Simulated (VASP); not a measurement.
## GaN: single point with PBE

Crystal: GaN.

```
CELL_PARAMETERS angstrom
0.00000 2.27423 2.27423
2.27423 0.00000 2.27423
2.27423 2.27423 0.00000
ATOMIC_POSITIONS crystal
Ga 0.00000 0.00000 0.00000
N 0.75000 0.75000 0.75000
```

| Property | Result |
| --- | --- |
| Program | VASP 6.6.1 |
| Task | single point |
| Functional | PBE |
| Potentials or basis | VASP PAW PBE potentials, release 64 (Ga_d, N) |
| Cutoff | 520 eV |
| k mesh | 10 × 10 × 10 |
| Occupations | gaussian, width 0.02 eV |
| Spin | no spin polarisation |

The pressure is 0.1 GPa. The band gap on the k mesh is 1.55 eV, direct.

Levels at points of the mesh, in eV from the valence-band top:
```tsv
k point	band 6	band 7	band 8	band 9	band 10	band 11	band 12	band 13
(0.00, 0.00, 0.00)	-13.13	0.00	0.00	0.00	1.55	10.13	10.13	10.13
(0.50, 0.00, 0.00)	-11.88	-6.86	-0.93	-0.93	4.45	8.59	10.22	10.22
(0.50, 0.50, 0.00)	-11.45	-6.01	-2.61	-2.61	3.34	6.50	11.52	13.67
```

Wall time 22 s on 1 thread of Intel Xeon 8259CL (shared host), peak memory 0.15 GiB.

Expect the measured gap to be larger: semilocal functionals such as PBE lack the derivative discontinuity.
